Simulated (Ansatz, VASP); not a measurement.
## Two plane-wave programs on Ta

The input INCAR:

```
SYSTEM = Ta
  PREC = Accurate
  ENCUT = 520
  EDIFF = 1E-7
  ISMEAR = -1
  SIGMA = 0.1
  LREAL = .False.
  LASPH = .True.
  NELM = 100
  ALGO = Normal
  ISIF = 2
  LWAVE = .False.
  LCHARG = .False.
  GGA = PE
  NBANDS = 30
```

The input KPOINTS:

```
Automatic mesh
0
Gamma
  14 14 4
  0 0 0
```

Contents of POSCAR:

```
Ta
1.0
    3.0513459306      0.0000000000      0.0000000000
   -1.5256729653      2.6425430916      0.0000000000
    0.0000000000      0.0000000000     10.4439749941
Ta
4
Direct
    0.0000000000      1.0000000000      1.0000000000
    0.0000000000      1.0000000000      0.5000000000
    0.3333333333      0.6666666667      0.2500000000
    0.6666666667      0.3333333333      0.7500000000
```

Input for Ansatz:

```yaml
crystal:
  lattice:
    - [3.0513459306, 0.0, 0.0]
    - [-1.5256729653, 2.6425430916, 0.0]
    - [0.0, 0.0, 10.4439749941]
  atoms:
    - { symbol: Ta, position: [0.0, 1.0, 1.0] }
    - { symbol: Ta, position: [0.0, 1.0, 0.5] }
    - { symbol: Ta, position: [0.3333333333, 0.6666666667, 0.25] }
    - { symbol: Ta, position: [0.6666666667, 0.3333333333, 0.75] }
hamiltonian:
  xc: pbe
  pseudopotentials:
    kind: paw
    azcp:
      Ta: "pseudopotentials/Ta.paw.azcp"
basis:
  ecutwfc: 420
  fft_grid_basis: typed
kpoints:
  mp_grid: { grid: [14, 14, 4], shift: [0, 0, 0] }
magnetization:
  spin_polarized: false
scf:
  occupations: { method: fermi_dirac, width: 0.1 }
  lower_state_search: "off"
output:
  stress: true
```

Alike in both runs: task single point; functional PBE; k mesh 14 × 14 × 4; occupations fermi-dirac, width 0.1 eV; no spin polarisation.

|  | VASP | Ansatz |
| --- | --- | --- |
| version | VASP 6.6.1 | Ansatz 0.2.0 |
| potentials or method | VASP PAW PBE potentials, release 64 (Ta_pv), cutoff 520 eV | plane waves (420 eV) with PAW, scalar-relativistic |
| valence electrons in the cell | 44 | 52 |

Ansatz gave:

| Item | Value |
| --- | --- |
| pressure (GPa) | -17.4 |
| traceless stress, the component that is largest in VASP (GPa) | 0.05 |

**Question.** Which values does VASP return?

**Answer.** Pressure (GPa): -17.4; traceless stress, the component that is largest in VASP (GPa): 0.09.

VASP's potentials hold 44 valence electrons a cell and Ansatz's 52, so a difference there can come from the potentials and not from the codes.

Neither program's run includes spin-orbit coupling.
